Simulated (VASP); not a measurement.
# KBr: single point with PBE

The system is KBr.

```
CELL_PARAMETERS angstrom
0.02591 3.31165 3.31165
3.31165 0.02591 3.31165
3.31165 3.31165 0.02591
ATOMIC_POSITIONS crystal
K 0.00000 0.00000 0.00000
Br 0.50000 0.50000 0.50000
```

This cell differs from its parent crystal: epitaxial 111 strain -0.5%.

- Program: VASP 6.6.1
- Task: single point
- Functional: PBE
- Potentials or basis: VASP PAW PBE potentials, release 64 (K_sv, Br)
- Cutoff: 520 eV
- k mesh: 6 × 6 × 6
- Occupations: fermi-dirac, width 0.02 eV
- Spin: no spin polarisation

| Item | Value |
| --- | --- |
| Pressure | 0.8 GPa |
| Band gap on the k mesh | 4.43 eV |

Levels at points of the mesh, in eV from the valence-band top:
| k point | band 5 | band 6 | band 7 | band 8 | band 9 | band 10 | band 11 | band 12 |
| --- | --- | --- | --- | --- | --- | --- | --- | --- |
| (0.00, 0.00, 0.00) | -11.26 | -0.03 | 0.00 | 0.00 | 4.43 | 7.53 | 7.63 | 7.63 |
| (0.50, 0.00, 0.00) | -11.02 | -1.19 | -0.36 | -0.34 | 6.58 | 8.24 | 9.73 | 9.80 |
| (0.50, 0.50, 0.00) | -11.30 | -0.82 | -0.31 | -0.28 | 5.85 | 7.19 | 9.36 | 9.51 |
| (0.50, 0.50, 0.50) | -11.01 | -1.19 | -0.32 | -0.32 | 6.59 | 8.19 | 9.73 | 9.73 |

Wall time 40 s on 1 thread of Intel Xeon 8259CL, with other jobs on the host, peak memory 0.21 GiB.

Caveat: the cell differs from its parent crystal (epitaxial 111 strain -0.5%).
